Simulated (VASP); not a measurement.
Write the native input for VASP 6.6.1 that does the following.

* Task: single point
* Functional: PBE
* Potentials or basis: VASP PAW PBE potentials, release 64 (Mg, Tl_d, Se)
* Cutoff: 520 eV
* k mesh: 12 × 12 × 8
* Occupations: gaussian, width 0.1 eV
* Spin: no spin polarisation
* Dipole correction: no
* Further INCAR settings: ALGO = Normal; EDIFF = 1e-06; NBANDS = 18

The structure of MgTlSe lies in POSCAR:

```
MgTlSe
1.0
    3.6700524263      0.0000000000      0.0000000000
    0.0000000000      3.6700524263      0.0000000000
    0.0000000000      0.0000000000      7.0456794079
Mg Tl Se
1 1 1
Direct
    0.0000000000      0.0000000000      0.0000000000
    0.0000000000      0.0000000000      0.5000000000
    0.5000000000      0.5000000000      0.0000000000
```

The cell was generated, and may not be a known phase.

The input as run:

INCAR

```
SYSTEM = MgTlSe
PREC = Accurate
ENCUT = 520
EDIFF = 1E-6
ISMEAR = 0
SIGMA = 0.1
LREAL = .False.
LASPH = .True.
NELM = 100
ALGO = Normal
ISIF = 2
LWAVE = .False.
LCHARG = .False.
GGA = PE
NBANDS = 18
```

KPOINTS

```
regular mesh
0
Gamma
  12 12 8
  0 0 0
```

Potentials or basis: VASP PAW PBE potentials, release 64 (Mg, Tl_d, Se).

Launch:

```bash
$ cat potpaw_PBE.64/Mg/POTCAR potpaw_PBE.64/Tl_d/POTCAR potpaw_PBE.64/Se/POTCAR > POTCAR
$ mpirun -np 1 vasp_std > vasp.out
```

Results of the run:

The pressure is 0.0 GPa and the band gap on the k mesh is zero (an odd number of electrons rules out a gap without spin polarisation).

Caveat: spin-orbit coupling is left out, which moves the levels of the heavy elements.

It took 110 s on 1 thread of Intel(R) Xeon(R) Platinum 8488C (Sapphire Rapids), with other jobs on the host, peak memory 0.41 GiB.
